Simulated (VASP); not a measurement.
Input of a VASP 6.6.1 run:

Contents of INCAR:

```
PREC = Accurate
ENCUT = 520
EDIFF = 1E-6
ISMEAR = -1
SIGMA = 0.02
LREAL = False
LASPH = True
NELM = 80
ALGO = Normal
ISIF = 2
LWAVE = False
LCHARG = False
GGA = PE
IBRION = 2
NSW = 80
EDIFFG = -0.02
```

The input KPOINTS:

```
Automatic mesh
0
Gamma
  4 4 4
```

File POSCAR:

```
In2O3
1.0
    2.7435000000      1.5839604635      4.8366666667
   -2.7435000000      1.5839604635      4.8366666667
    0.0000000000     -3.1679209270      4.8366666667
In O
4 6
Direct
    0.3573100000      0.3573100000      0.3573100000
    0.1426900000      0.1426900000      0.1426900000
    0.6426900000      0.6426900000      0.6426900000
    0.8573100000      0.8573100000      0.8573100000
    0.5480000000      0.9520000000      0.2500000000
    0.2500000000      0.5480000000      0.9520000000
    0.9520000000      0.2500000000      0.5480000000
    0.4520000000      0.0480000000      0.7500000000
    0.7500000000      0.4520000000      0.0480000000
    0.0480000000      0.7500000000      0.4520000000
```

Potentials or basis: VASP PAW PBE potentials, release 64 (In_d, O).

Command:

```console
$ cat potpaw_PBE.64/In_d/POTCAR potpaw_PBE.64/O/POTCAR > POTCAR
$ mpirun -np 1 vasp_std > vasp.out
```

What does it give for the energy gained by relaxing?

0.5 meV/atom.

Predict the band gap on the k mesh.

1.29 eV (least direct gap 1.31 eV).

Forces in eV/Å, atoms in the order of the input:
```
In   0.000  0.000  0.009
In   0.000  0.000 -0.009
In   0.000  0.000 -0.009
In   0.000  0.000  0.009
O    0.001  0.000  0.000
O    0.000  0.001  0.000
O    0.000 -0.001  0.000
O   -0.001  0.000  0.000
O    0.000 -0.001  0.000
O    0.000  0.001  0.000
```

Caveat: spin-orbit coupling is left out, which moves the levels of the heavy elements. A k mesh can miss the band edges.
